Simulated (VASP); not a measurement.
Crystal: Al2Cu.

```
Al Cu
1.0
     0.00000    2.04044    5.68843
     1.89614    0.00000    5.68843
     1.89614    2.04044    0.00000
Al Cu
2 1
Direct
  0.66667 0.66667 0.33333
  0.33333 0.33333 0.66667
  0.00000 0.00000 0.00000
```

| Quantity | Value |
| --- | --- |
| Program | VASP 6.6.1 |
| Task | relaxation of cell and atoms |
| Functional | PBE |
| Potentials or basis | VASP PAW PBE potentials, release 64 (Al, Cu) |
| Cutoff | 600 eV |
| k mesh | 6 × 6 × 6 |
| Occupations | gaussian, width 0.1 eV |
| Spin | no spin polarisation |

At the start: pressure 0.2 GPa; volume 14.67 Å³/atom.

Task: Where does the relaxation end?

Result: Over 12 steps the energy falls by 41.2 meV/atom; space group Fmmm (No. 69, to 0.1 Å) before, I4/mmm (No. 139, to 0.1 Å).

Step by step:
```
step  energy change (eV)  largest force (eV/Å)  pressure (GPa)  volume (Å³)
   1              0.0000                0.9209            0.20        44.02
   2             -0.0884                0.3825           -0.18        44.12
   3             -0.1016                0.2579           -0.37        44.15
   4             -0.1107                0.0072           -0.36        44.20
   5             -0.1121                0.1161           -0.40        44.18
   6             -0.1125                0.0767           -0.36        44.19
   7             -0.1229                0.0320            0.23        43.94
   8             -0.1229                0.0317            0.48        43.94
   9             -0.1230                0.0268           -0.55        44.25
  10             -0.1232                0.0295           -0.19        44.08
  11             -0.1232                0.0291           -0.25        44.10
  12             -0.1235                0.0107           -0.06        44.03
```

Final structure:
```yaml
crystal:
  lattice:
    - [0.00000, 1.96165, 5.72835]
    - [1.95934, 0.00000, 5.72835]
    - [1.95934, 1.96165, 0.00000]
  atoms:
    - { symbol: Al, position: [0.65767, 0.65767, 0.34233] }
    - { symbol: Al, position: [0.34233, 0.34233, 0.65767] }
    - { symbol: Cu, position: [0.00000, 0.00000, 0.00000] }
```

Caveat: the k points lie up to 0.39 Å⁻¹ apart in the final cell, too coarse for converged energies and pressures of a metal.
